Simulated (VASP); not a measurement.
A run of VASP 6.6.1 is set up as follows.

The input INCAR:

```
SYSTEM = Cr
PREC = Accurate ; ENCUT = 520
EDIFF = 1E-7 ; ISMEAR = -1
SIGMA = 0.1 ; LREAL = .FALSE.
LASPH = .TRUE. ; NELM = 60
ALGO = Normal ; ISIF = 2
LWAVE = .FALSE. ; LCHARG = .FALSE.
GGA = PS ; NBANDS = 19
```

Contents of KPOINTS:

```
Automatic mesh
0
G
  24 24 12
  0 0 0
```

File POSCAR:

```
Cr
1.0
    2.4603196535      0.0000000000      0.0000000000
   -1.2301598267      2.1306993214      0.0000000000
    0.0000000000      0.0000000000      4.3858709536
Cr
2
Direct
    0.3333333333      0.6666666667      0.2500000000
    0.6666666667      0.3333333333      0.7500000000
```

Potentials or basis: VASP PAW PBE potentials, release 64 (Cr_pv).

Run with:

```console
$ cat potpaw_PBE.64/Cr_pv/POTCAR > POTCAR
$ mpirun -np 1 vasp_std > vasp.out
```

Problem. Estimate the pressure.

Solution. -0.5 GPa.

Problem. Predict the band gap on the k mesh.

Solution. Zero (band 12 reaches 11.70 eV, above the bottom of band 13 at 10.36 eV).

Stress tensor (GPa, compression positive):
```
-0.50  0.00  0.00
 0.00 -0.50  0.00
 0.00  0.00 -0.42
```

Caveat: the PAW data sets were made with another functional, which shifts forces and pressure a little; the run has no spin polarisation, though such a crystal can be magnetic. Spin polarisation is off, so any magnetic state and its effect on volume and gap are missing.
